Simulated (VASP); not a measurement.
Input of a VASP 6.6.1 run:

Contents of INCAR:

```
PREC = Accurate ; ENCUT = 520
EDIFF = 1E-6 ; ISMEAR = -1
SIGMA = 0.05 ; LREAL = F
LASPH = T ; NELM = 80
ALGO = Normal ; ISIF = 2
LWAVE = F ; LCHARG = F
GGA = RE ; IVDW = 12
NBANDS = 18
```

Contents of KPOINTS:

```
Automatic mesh
0
Gamma
  12 12 12
```

File POSCAR:

```
Si2Mo
1.0
   -1.5765847198      1.5765847198      3.8748406931
    1.5765847198     -1.5765847198      3.8748406931
    1.5765847198      1.5765847198     -3.8748406931
Mo Si
1 2
Direct
    0.0000000000      0.0000000000      0.0000000000
    0.6657967072      0.6657967072      0.0000000000
    0.3342032928      0.3342032928      0.0000000000
```

Potentials or basis: VASP PAW PBE potentials, release 64 (Mo_sv, Si).

Launch:

```bash
$ cat potpaw_PBE.64/Mo_sv/POTCAR potpaw_PBE.64/Si/POTCAR > POTCAR
$ mpirun -np 1 vasp_std > vasp.out
```

Q: What does it give for the largest force?

A: 0.006 eV/Å.

Q: What does it give for the band gap on the k mesh?

A: Zero (band 11 reaches 13.51 eV, above the bottom of band 12 at 12.52 eV).

Q: What does it give for the pressure?

A: -0.1 GPa.

Q: Predict the dispersion energy per atom.

A: -1.156 eV.

Stress tensor (GPa, compression positive):
```
-0.08  0.00  0.00
 0.00 -0.08  0.00
 0.00  0.00 -0.20
```

Caveat: the PAW data sets were made with another functional, which shifts forces and pressure a little; pairwise dispersion overbinds metals, which lowers pressure and volume.
